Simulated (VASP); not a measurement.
Crystal: PbS.

```
Pb S
1.0
     2.03749   -5.86899    0.00000
     2.03749    5.86899    0.00000
     0.00000    0.00000    4.19196
Pb S
2 2
Direct
  0.13056 0.86944 0.25000
  0.86944 0.13056 0.75000
  0.35480 0.64520 0.25000
  0.64520 0.35480 0.75000
```

Base run:

- Program: VASP 6.6.1
- Functional: PBEsol
- Potentials or basis: VASP PAW PBE potentials, release 64 (Pb_d, S)
- Cutoff: 520 eV
- k mesh: 7 × 7 × 6
- Occupations: fermi-dirac, width 0.05 eV
- Spin: no spin polarisation

Its results: band gap on the k mesh 1.02 eV (least direct gap 1.31 eV); pressure 1.6 GPa; largest force 0.368 eV/Å.

Question: After a change of settings the same cell gave: band gap on the k mesh 0.96 eV (least direct gap 1.26 eV); pressure -0.1 GPa; largest force 0.297 eV/Å. Which change was it?
A. functional from PBEsol to PBE
B. functional from PBEsol to r2SCAN; further incar settings from ALGO = Normal; EDIFF = 1e-06; NBANDS = 28 to ALGO = Normal; EDIFF = 1e-07; NBANDS = 28
C. functional from PBEsol to LDA; potentials or basis from VASP PAW PBE potentials, release 64 (Pb_d, S) to VASP PAW LDA potentials, release 64 (Pb_d, S)

Answer: C.

Caveats: spin-orbit coupling is left out, which moves the levels of the heavy elements; an odd mesh through Γ misses points on the zone boundary, where band edges can lie; the PAW data sets were made with another functional, which shifts forces and pressure a little (at least some runs).
